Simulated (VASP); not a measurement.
# Al in VASP: relaxation of the atoms with LDA

Aim: the relaxation of the atoms of Al with LDA.

Everything below comes from runs of VASP 6.6.1. Logs are shortened: lines on timing, memory, paths and dates and some standing lists are left out, and cuts for length are marked.

## Step 1: The cell of the first run

The cell holds a slab with vacuum, 13 atoms: a = 5.634 Å, b = 5.634 Å, c = 20.032 Å, α = 90.00°, β = 90.00°, γ = 120.00°.

## Step 2: Relaxation of the atoms, LDA

INCAR reads:

```
SYSTEM = Al
PREC = Accurate ; ENCUT = 520
EDIFF = 1E-7 ; ISMEAR = 0
SIGMA = 0.1 ; LREAL = .False.
LASPH = .True. ; NELM = 100
ALGO = Fast ; ISIF = 2
LWAVE = .False. ; LCHARG = .False.
LDIPOL = .True. ; IDIPOL = 3
DIPOL = 0.5 0.5 0.329 ; GGA = CA
IBRION = 2 ; NSW = 36
EDIFFG = -0.025
```

KPOINTS reads:

```
Automatic mesh
0
Gamma
  6 6 1
  0 0 0
```

POSCAR reads:

```
Al
1.0
    5.6336864727      0.0000000000      0.0000000000
   -2.8168432363      4.8789156023      0.0000000000
    0.0000000000      0.0000000000     20.0321727095
Al
13
Selective dynamics
Direct
    0.3333333333      0.1666666667      0.1996787896  F F F
    0.3333333333      0.6666666667      0.1996787896  F F F
    0.8333333333      0.1666666667      0.1996787896  F F F
    0.8333333333      0.6666666667      0.1996787896  F F F
    0.1666666667      0.3333333333      0.3128097176  F F F
    0.1666666667      0.8333333333      0.3128097176  F F F
    0.6666666667      0.3333333333      0.3128097176  F F F
    0.6666666667      0.8333333333      0.3128097176  F F F
    0.0000000000      0.0000000000      0.4259234799  F F F
    0.0000000000      0.5000000000      0.4259234799  F F F
    0.5000000000      0.0000000000      0.4259234799  F F F
    0.5000000000      0.5000000000      0.4259234799  F F F
    0.0000000000      0.2500000000      0.5281313547  F F T
```

Potentials or basis: VASP PAW LDA potentials, release 64 (Al).

The run is started by

```sh
$ cat potpaw_LDA.64/Al/POTCAR > POTCAR
$ mpirun -np 1 vasp_std > vasp.out
```

OUTCAR:

```text
SYSTEM = Al
   PREC = Accurate
   ENCUT = 520
   EDIFF = 1E-7
   ISMEAR = 0
   LREAL = .False.
   LASPH = .True.
   NELM = 100
   ISIF = 2
   GGA = CA
   IBRION = 2
   NSW = 36
   EDIFFG = -0.025

 ion  position               nearest neighbor table
   1  0.333  0.167  0.200-   5 2.79   6 2.79   7 2.79   2 2.82   2 2.82   3 2.82   3 2.82   4 2.82
                             4 2.82
   2  0.333  0.667  0.200-   6 2.79   5 2.79   8 2.79   1 2.82   1 2.82   4 2.82   4 2.82   3 2.82
                             3 2.82
   3  0.833  0.167  0.200-   7 2.79   8 2.79   5 2.79   4 2.82   4 2.82   1 2.82   1 2.82   2 2.82
                             2 2.82
   4  0.833  0.667  0.200-   8 2.79   7 2.79   6 2.79   3 2.82   3 2.82   2 2.82   2 2.82   1 2.82
                             1 2.82
   5  0.167  0.333  0.313-   9 2.79  12 2.79  10 2.79   1 2.79   2 2.79   3 2.79   6 2.82   6 2.82
                             7 2.82   7 2.82   8 2.82   8 2.82
   6  0.167  0.833  0.313-  10 2.79  11 2.79   9 2.79   2 2.79   1 2.79   4 2.79   5 2.82   5 2.82
                             8 2.82   8 2.82   7 2.82   7 2.82
   7  0.667  0.333  0.313-  11 2.79  10 2.79  12 2.79   3 2.79   4 2.79   1 2.79   8 2.82   8 2.82
                             5 2.82   5 2.82   6 2.82   6 2.82
   8  0.667  0.833  0.313-  12 2.79   9 2.79  11 2.79   4 2.79   3 2.79   2 2.79   7 2.82   7 2.82
                             6 2.82   6 2.82   5 2.82   5 2.82
   9  0.000  0.000  0.426-  13 2.49   5 2.79   8 2.79   6 2.79  10 2.82  10 2.82  11 2.82  11 2.82
                            12 2.82  12 2.82
  10  0.000  0.500  0.426-  13 2.49   6 2.79   7 2.79   5 2.79   9 2.82   9 2.82  12 2.82  12 2.82
                            11 2.82  11 2.82
  11  0.500  0.000  0.426-   7 2.79   6 2.79   8 2.79  12 2.82  12 2.82   9 2.82   9 2.82  10 2.82
                            10 2.82  13 3.18
  12  0.500  0.500  0.426-   8 2.79   5 2.79   7 2.79  11 2.82  11 2.82  10 2.82  10 2.82   9 2.82
                             9 2.82  13 3.18
  13  0.000  0.250  0.528-   9 2.49  10 2.49  12 3.18  11 3.18

  LATTYP: Found a hexagonal cell.
 ALAT       =     5.6336864727
 C/A-ratio  =     3.5557840868

  Lattice vectors:

 A1 = (   5.6336864727,   0.0000000000,   0.0000000000)
 A2 = (  -2.8168432363,   4.8789156023,   0.0000000000)
 A3 = (   0.0000000000,   0.0000000000,  20.0321727095)

Analysis of symmetry for initial positions (statically):
=====================================================================
 Subroutine PRICEL returns:
 Original cell was already a primitive cell.

 Routine SETGRP: Setting up the symmetry group for a
 hexagonal supercell.

 Subroutine GETGRP returns: Found  2 space group operations
 (whereof  1 operations were pure point group operations)
 out of a pool of 24 trial point group operations.

The static configuration has the point symmetry C_1 .
 The point group associated with its full space group is C_1h.

Analysis of symmetry for dynamics (positions and initial velocities):
=====================================================================
 Subroutine PRICEL returns:
 Original cell was already a primitive cell.

 Routine SETGRP: Setting up the symmetry group for a
 hexagonal supercell.

 Subroutine GETGRP returns: Found  2 space group operations
 (whereof  1 operations were pure point group operations)
 out of a pool of 24 trial point group operations.

The dynamic configuration has the point symmetry C_1 .
 The point group associated with its full space group is C_1h.

Analysis of constrained symmetry for selective dynamics:
=====================================================================
 Subroutine PRICEL returns:
 Original cell was already a primitive cell.

 Routine SETGRP: Setting up the symmetry group for a
 hexagonal supercell.

 Subroutine GETGRP returns: Found  2 space group operations
 (whereof  1 operations were pure point group operations)
 out of a pool of 24 trial point group operations.

The constrained configuration has the point symmetry C_1 .
 The point group associated with its full space group is C_1h.

 Subroutine INISYM returns: Found  2 space group operations
 (whereof  1 operations are pure point group operations),
[... 72 lines left out ...]

 Following reciprocal coordinates:
            Coordinates               Weight
  0.000000  0.000000  0.000000      1.000000
  0.166667 -0.000000  0.000000      2.000000
  0.000000  0.166667  0.000000      4.000000
  0.333333 -0.000000  0.000000      2.000000
  0.000000  0.333333  0.000000      4.000000
  0.500000 -0.000000  0.000000      1.000000
  0.000000  0.500000  0.000000      2.000000
  0.166667  0.166667  0.000000      4.000000
 -0.166667  0.333333  0.000000      2.000000
  0.333333  0.166667  0.000000      4.000000
 -0.166667  0.500000  0.000000      4.000000
  0.500000  0.333333  0.000000      4.000000
  0.333333  0.333333  0.000000      2.000000
   k-points           NKPTS =     13   k-points in BZ     NKDIM =     13   number of bands    NBANDS=     26
   number of dos      NEDOS =    301   number of ions     NIONS =     13
   total plane-waves  NPLWV = 264600
   dimension x,y,z NGX =    42 NGY =   42 NGZ =  150
   dimension x,y,z NGXF=    84 NGYF=   84 NGZF=  300
   ions per type =              13
   NGX,Y,Z   is equivalent  to a cutoff of  12.39, 12.39, 12.45 a.u.
   NGXF,Y,Z  is equivalent  to a cutoff of  24.79, 24.79, 24.90 a.u.
 SYSTEM =  Al
   PREC   = accura    normal or accurate (medium, high low for compatibility)
   ISTART =      0    job   : 0-new  1-cont  2-samecut
   ICHARG =      2    charge: 1-file 2-atom 10-const
   ISPIN  =      1    spin polarized calculation?
   LNONCOLLINEAR =      F non collinear calculations
   LSORBIT =      F    spin-orbit coupling
   LASPH  =      T    aspherical Exc in radial PAW
   ENCUT  =  520.0 eV  38.22 Ry    6.18 a.u.  10.47 10.47 37.25*2*pi/ulx,y,z
   NELM   =    100;   NELMIN=  2; NELMDL= -5     # of ELM steps
   EDIFF  = 0.1E-06   stopping-criterion for ELM
   LREAL  =      F    real-space projection
   EDIFFG = -.3E-01   stopping-criterion for IOM
   NSW    =     36    number of steps for IOM
   IBRION =      2    ionic relax: 0-MD 1-quasi-New 2-CG
   NFREE  =      1    steps in history (QN), initial steepest desc. (CG)
   ISIF   =      2    stress and relaxation
   ISYM   =      2    0-nonsym 1-usesym 2-fastsym
   POTIM  = 0.5000    time-step for ionic-motion
   TEBEG  =    0.0;   TEEND  =   0.0 temperature during run
   PSTRESS=    0.0 pullay stress
   NELECT =      39.0000    total number of electrons
   NUPDOWN=      -1.0000    fix difference up-down
   EMIN   =  10.00;   EMAX   =-10.00  energy-range for DOS
   EFERMI =   0.00;   METHOD = LEGACY
   ISMEAR =     0;   SIGMA  =   0.10  broadening in eV -4-tet -1-fermi 0-gaus
   EFERMI_NEDOS =   21; number of points for ismear=-14 and -15
   IALGO  =     68    algorithm
   IMIX   =      4    mixing-type and parameters
     AMIX     =   0.40;   BMIX     =  1.00
     AMIX_MAG =   1.60;   BMIX_MAG =  1.00
  volume/ion in A,a.u.               =      42.35       285.82
  Fermi-wavevector in a.u.,A,eV,Ry     =   0.677353  1.280011  6.242448  0.458807
  Thomas-Fermi vector in A             =   1.754936
   LORBIT       =      0    0 simple, 1 ext, 2 COOP (PROOUT), +10 PAW based schemes
   GGA     = CA    functional components
   LHFCALC =     F    Hartree Fock is set to
   AEXX    =    0.0000 exact exchange contribution
   IVDW    =     0    specifies the selected vdW correction
   LEPSILON=     F    determine dielectric tensor
   LRPA    =     F    only Hartree local field effects (RPA)
 conjugate gradient relaxation of ions
 non-spin polarized calculation
 RMM-DIIS sequential band-by-band and
 Gauss-broadening in eV      SIGMA  =   0.10
  energy-cutoff  :      520.00
  volume of cell :      550.61
 maximum number of plane-waves:     14919
 NGX is ok and might be reduce to    42
   NGX = 21   NGY = 21   NGZ = 75

--------------------------------------- Ionic step        1  -------------------------------------------

 number of electron      39.0000001 magnetization

 Free energy of the ion-electron system (eV)
  ---------------------------------------------------
  ext. energy  EPLUGINS =         0.00000000
  ---------------------------------------------------
  free energy    TOTEN  =       -50.13463355 eV

  energy without entropy =      -50.11619507  energy(sigma->0) =      -50.12541431

------------------------ aborting loop because EDIFF is reached ----------------------------------------

 vacuum level on the upper side and lower side of the slab       (xc-potential included)         0.018        -0.306

  FORCE on cell =-STRESS in cart. coord.  units (eV):
  Direction    XX          YY          ZZ          XY          YZ          ZX
  --------------------------------------------------------------------------------------
  -------------------------------------------------------------------------------------
  Total       -3.2705873     -2.4064603      4.0546332     -0.7483560      0.0578558      0.1002091
  in kB       -9.5168296     -7.0023730     11.7982642     -2.1775833      0.1683501      0.2915908
  external PRESSURE =      -1.5736461 kB  Pullay stress =       0.0000000 kB
[... 75 lines left out ...]
  FREE ENERGIE OF THE ION-ELECTRON SYSTEM (eV)
  ---------------------------------------------------
  free  energy   TOTEN  =       -50.1735781062 eV

  energy  without entropy=      -50.1558417268  energy(sigma->0) =      -50.16470992

 dipolmoment           0.000000      0.000000     -0.003459 electrons x Angstroem

--------------------------------------- Ionic step        3  -------------------------------------------

 number of electron      39.0000001 magnetization

 dipolmoment           0.000000      0.000000      0.040430 electrons x Angstroem

 Free energy of the ion-electron system (eV)
  ---------------------------------------------------
  ext. energy  EPLUGINS =         0.00000000
  ---------------------------------------------------
  free energy    TOTEN  =       -50.20619723 eV

  energy without entropy =      -50.18988271  energy(sigma->0) =      -50.19803997

 E-fermi :   0.4124     XC(G=0):  -5.0428

 val. band max:        0.3320321805   @ k =   0.5000   0.3333   0.0000
 cond. band min:       0.4413825992   @ k =   0.1667   0.1667   0.0000
 fundamental gap:      0.1093504187
 Fermi energy:         0.4124088833

 k-point     1 :       0.0000    0.0000    0.0000
  band No.  band energies     occupation
      1     -10.3983      2.00000
      2      -8.7247      2.00000
      3      -6.2663      2.00000
      4      -4.4896      2.00000
      5      -4.3852      2.00000
      6      -4.3767      2.00000
[... 366 lines left out ...]
     25       2.5894      0.00000
     26       3.1933      0.00000

------------------------ aborting loop because EDIFF is reached ----------------------------------------

 vacuum level on the upper side and lower side of the slab       (xc-potential included)        -0.054        -0.257

  FORCE on cell =-STRESS in cart. coord.  units (eV):
  Direction    XX          YY          ZZ          XY          YZ          ZX
  --------------------------------------------------------------------------------------
  -------------------------------------------------------------------------------------
  Total       -3.1866017     -2.7856441      1.4697326     -0.3472395      0.0476256      0.0824900
  in kB       -9.2724463     -8.1057307      4.2766613     -1.0104053      0.1385821      0.2400313
  external PRESSURE =      -4.3671719 kB  Pullay stress =       0.0000000 kB
[... 28 lines left out ...]
  FREE ENERGIE OF THE ION-ELECTRON SYSTEM (eV)
  ---------------------------------------------------
  free  energy   TOTEN  =       -50.2061972338 eV

  energy  without entropy=      -50.1898827146  energy(sigma->0) =      -50.19803997

 reached required accuracy - stopping structural energy minimisation

 vacuum level on the upper side and lower side of the slab         4.684         4.476
```

It took 21 min on 1 thread of Oxide Virtual Turin-like, shared host; peak memory 0.43 GiB.

What came out:

| Property | Result |
| --- | --- |
| Free energy | -50.2062 eV |
| Energy gained by relaxing | 5.5 meV/atom |
| Ionic steps | 3 |
| Band gap on the k mesh | zero (an odd number of electrons rules out a gap without spin polarisation) |

Step by step:
```
step  energy change (eV)  largest force on free atoms (eV/Å)  pressure (GPa)
   1              0.0000                              0.9913           -0.16
   2             -0.0389                              0.6438           -0.25
   3             -0.0716                              0.0114           -0.44
```

Final structure:
```cif
data_structure
_symmetry_space_group_name_H-M 'P 1'
_symmetry_Int_Tables_number 1
_cell_length_a 5.6337
_cell_length_b 5.6337
_cell_length_c 20.0322
_cell_angle_alpha 90.000
_cell_angle_beta 90.000
_cell_angle_gamma 120.000
_cell_volume 550.61
loop_
_atom_site_label
_atom_site_type_symbol
_atom_site_fract_x
_atom_site_fract_y
_atom_site_fract_z
_atom_site_occupancy
Al1 Al 0.33333 0.16667 0.19968 1
Al2 Al 0.33333 0.66667 0.19968 1
Al3 Al 0.83333 0.16667 0.19968 1
Al4 Al 0.83333 0.66667 0.19968 1
Al5 Al 0.16667 0.33333 0.31281 1
Al6 Al 0.16667 0.83333 0.31281 1
Al7 Al 0.66667 0.33333 0.31281 1
Al8 Al 0.66667 0.83333 0.31281 1
Al9 Al 0.00000 0.00000 0.42592 1
Al10 Al 0.00000 0.50000 0.42592 1
Al11 Al 0.50000 0.00000 0.42592 1
Al12 Al 0.50000 0.50000 0.42592 1
Al13 Al 0.00000 0.25000 0.53591 1
```

The gap in the log of VASP goes by the Fermi energy; the results here count the filled bands.